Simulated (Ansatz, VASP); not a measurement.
Li12NO: VASP beside Ansatz

File INCAR:

```
SYSTEM = Li12NO
ALGO = Normal
DIPOL = 0.5 0.5 0.305
EDIFF = 1E-6
ENCUT = 520
GGA = PE
IDIPOL = 3
ISIF = 2
ISMEAR = 0
ISPIN = 2
KPAR = 4
LASPH = .TRUE.
LCHARG = .FALSE.
LDIPOL = .TRUE.
LORBIT = 11
LREAL = .FALSE.
LWAVE = .FALSE.
MAGMOM = 0 0 0 0 0 0 0 0 0 0 0 0 1 0
NBANDS = 40
NELM = 150
PREC = Accurate
SIGMA = 0.1
```

KPOINTS

```
k-points
0
G
  5 5 1
  0 0 0
```

Contents of POSCAR:

```
Li12NO
1.0
    5.9451735978      0.0000000000      0.0000000000
   -1.9817245326      5.6051634218      0.0000000000
    0.0000000000      0.0000000000     22.6831262891
Li N O
12 1 1
Direct
    0.2500000000      0.2500000000      0.1763425354
    0.2500000000      0.7500000000      0.1763425354
    0.7500000000      0.2500000000      0.1763425354
    0.7500000000      0.7500000000      0.1763425354
    0.0000000000      0.0000000000      0.2794233694
    0.0000000000      0.5000000000      0.2794233694
    0.5000000000      0.0000000000      0.2794233694
    0.5000000000      0.5000000000      0.2794233694
    0.2500000000      0.2500000000      0.3828011262
    0.2500000000      0.7500000000      0.3828011262
    0.7500000000      0.2500000000      0.3828011262
    0.7500000000      0.7500000000      0.3828011262
    0.9166666667      0.5833333333      0.4401124502
    1.0382105480      0.7048772146      0.4768968859
```

Input for Ansatz:

```yaml
crystal:
  lattice:
    - [5.9451735978, 0.0, 0.0]
    - [-1.9817245326, 5.6051634218, 0.0]
    - [0.0, 0.0, 22.6831262891]
  atoms:
    - { symbol: Li, position: [0.25, 0.25, 0.1763425354] }
    - { symbol: Li, position: [0.25, 0.75, 0.1763425354] }
    - { symbol: Li, position: [0.75, 0.25, 0.1763425354] }
    - { symbol: Li, position: [0.75, 0.75, 0.1763425354] }
    - { symbol: Li, position: [0.0, 0.0, 0.2794233694] }
    - { symbol: Li, position: [0.0, 0.5, 0.2794233694] }
    - { symbol: Li, position: [0.5, 0.0, 0.2794233694] }
    - { symbol: Li, position: [0.5, 0.5, 0.2794233694] }
    - { symbol: Li, position: [0.25, 0.25, 0.3828011262] }
    - { symbol: Li, position: [0.25, 0.75, 0.3828011262] }
    - { symbol: Li, position: [0.75, 0.25, 0.3828011262] }
    - { symbol: Li, position: [0.75, 0.75, 0.3828011262] }
    - { symbol: "N", position: [0.9166666667, 0.5833333333, 0.4401124502], spin: 1.0 }
    - { symbol: O, position: [1.038210548, 0.7048772146, 0.4768968859] }
basis:
  ecutwfc: 420
kpoints:
  mp_grid: { grid: [5, 5, 1] }
hamiltonian:
  xc: pbe
scf:
  occupations: { method: gaussian, width: 0.1 }
output:
  forces: true
  eigenvalues: true
  populations: true
magnetization:
  spin_polarized: true
efield:
  axis: 3
  dipole_correction: true
  ramp_width: 0.04
```

Alike in both runs: task single point; functional PBE; k mesh 5 × 5 × 1; occupations gaussian, width 0.1 eV; collinear spin.

|  | VASP | Ansatz |
| --- | --- | --- |
| version | VASP 6.6.1 | Ansatz 0.2.0 |
| potentials or method | VASP PAW PBE potentials, release 64 (Li_sv, N, O), cutoff 520 eV | scalar-relativistic, plane waves, PAW |
| valence electrons in the cell | 47 | 47 |

```csv
,VASP,Ansatz,Ansatz less VASP
gap on the k mesh at the Fermi level (eV),none,none,-
rms of the force components (eV/Å),1.213,0.973,-0.2408
net moment per atom (μB),0.10,0.10,0.000
size of the moment on the site where the two differ most (μB),0.53,0.30,-0.237
```

Site moments also hang on the region over which each program counts them. Atom by atom the forces differ by 0.244 eV/Å (rms over components). A gap of «none» marks a metal or a gap that the smearing closes.

Noted on VASP's run: the cutoff is short for stress, so the pressure is rough; the standard files for N, O and F lose accuracy on very short bonds.
